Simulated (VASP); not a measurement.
## HPbNO4: single point with PBEsol+D3(BJ)

Crystal: HPbNO4.

```
CELL_PARAMETERS angstrom
6.26847 0.00000 0.09466
0.00000 3.82876 0.00000
-2.96403 0.00000 7.39932
ATOMIC_POSITIONS crystal
H 0.31005 0.07559 0.52580
H 0.68995 0.57559 0.47420
Pb 0.98866 0.57000 0.28559
Pb 0.01134 0.07000 0.71441
N 0.58152 0.38731 0.79215
N 0.41848 0.88731 0.20785
O 0.14073 0.06467 0.46518
O 0.39991 0.48955 0.80584
O 0.77045 0.50707 0.88936
O 0.57694 0.15528 0.67559
O 0.85927 0.56467 0.53482
O 0.60009 0.98955 0.19416
O 0.22955 0.00707 0.11064
O 0.42306 0.65528 0.32441
```

- Program: VASP 6.6.1
- Task: single point
- Functional: PBEsol
- Dispersion: D3(BJ)
- Potentials or basis: VASP PAW PBE potentials, release 64 (H, Pb_d, N, O)
- Cutoff: 520 eV
- k mesh: 4 × 5 × 3
- Occupations: fermi-dirac, width 0.05 eV
- Spin: no spin polarisation
- Dipole correction: no
- Further INCAR settings: ALGO = Normal; EDIFF = 1e-06; NBANDS = 57

| Quantity | Value |
| --- | --- |
| Pressure | 0.9 GPa |
| Largest force | 0.539 eV/Å |
| Band gap on the k mesh | 3.02 eV (least direct gap 3.16 eV) |
| Dispersion energy per atom | -0.093 eV |

Forces in eV/Å, atoms in the order of the input:
```
H    0.106  0.004  0.056
H   -0.106  0.004 -0.056
Pb  -0.004 -0.004 -0.023
Pb   0.004 -0.004  0.023
N    0.033 -0.058 -0.045
N   -0.033 -0.058  0.045
O   -0.072 -0.004 -0.041
O   -0.512  0.165  0.028
O    0.371  0.190  0.307
O    0.093 -0.293 -0.295
O    0.072 -0.004  0.041
O    0.512  0.165 -0.028
O   -0.371  0.190 -0.307
O   -0.093 -0.293  0.295
```

Stress tensor (GPa, compression positive):
```
1.67 0.00 0.35
0.00 0.47 0.00
0.35 0.00 0.61
```

Levels at points of the mesh, in eV from the valence-band top:
```csv
k point,band 41,band 42,band 43,band 44,band 45,band 46,band 47,band 48
"(0.00, 0.00, 0.00)",-1.35,-0.58,-0.52,-0.16,3.19,3.36,4.73,5.00
"(0.50, 0.00, 0.00)",-1.07,-0.87,-0.57,0.00,3.43,3.46,3.96,4.67
```

Run time: 2.4 min on 1 thread of Intel(R) Xeon(R) Platinum 8488C (Sapphire Rapids) (shared host), peak memory 0.38 GiB.

Caveat: the standard files for N, O and F lose accuracy on very short bonds; the PAW data sets were made with another functional, which shifts forces and pressure a little; spin-orbit coupling is left out, which moves the levels of the heavy elements. A k mesh can miss the band edges.
